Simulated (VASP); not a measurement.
Write the native input for VASP 6.6.1 that does the following.

| Property | Result |
| --- | --- |
| Task | single point |
| Functional | LDA |
| Potentials or basis | VASP PAW LDA potentials, release 64 (W_sv) |
| Cutoff | 520 eV |
| k mesh | 16 × 16 × 12 |
| Occupations | gaussian, width 0.15 eV |
| Spin | no spin polarisation |
| Dipole correction | no |
| Further INCAR settings | ALGO = Fast; EDIFF = 1e-06; NBANDS = 21 |

The structure of W lies in POSCAR:

```
W
1.0
    0.0000000000     -1.9862702900     -1.9862702900
    0.0000000000      1.9862702900     -1.9862702900
    3.9725405800      0.0000000000      0.0000000000
W
2
Direct
    0.5101698143      0.4898301857      0.5000000000
   -0.0101698143      0.0101698143      0.0000000000
```

This cell differs from its parent crystal: atoms displaced along a vibrational mode.

The input as run:

INCAR

```
PREC = Accurate ; ENCUT = 520
EDIFF = 1E-6 ; ISMEAR = 0
SIGMA = 0.15 ; LREAL = False
LASPH = True ; NELM = 100
ALGO = Fast ; ISIF = 2
LWAVE = False ; LCHARG = True
GGA = CA ; LELF = True
LVHAR = True ; NBANDS = 21
```

KPOINTS

```
regular mesh
0
Gamma
  16 16 12
```

Potentials or basis: VASP PAW LDA potentials, release 64 (W_sv).

The run is started by

```console
$ cat potpaw_LDA.64/W_sv/POTCAR > POTCAR
$ mpirun -np 1 vasp_std > vasp.out
```

Results of the run:

```
Pressure               : 2.2 GPa
Largest force          : 0.307 eV/Å
Band gap on the k mesh : zero (bands 14 and 15 overlap by 3.88 eV)
```

Caveat: the cell differs from its parent crystal (atoms displaced along a vibrational mode); spin-orbit coupling is left out, which moves the levels of the heavy elements.

It took 96 s on 1 thread of Intel(R) Xeon(R) 6975P-C (Granite Rapids) (shared host), peak memory 0.35 GiB.
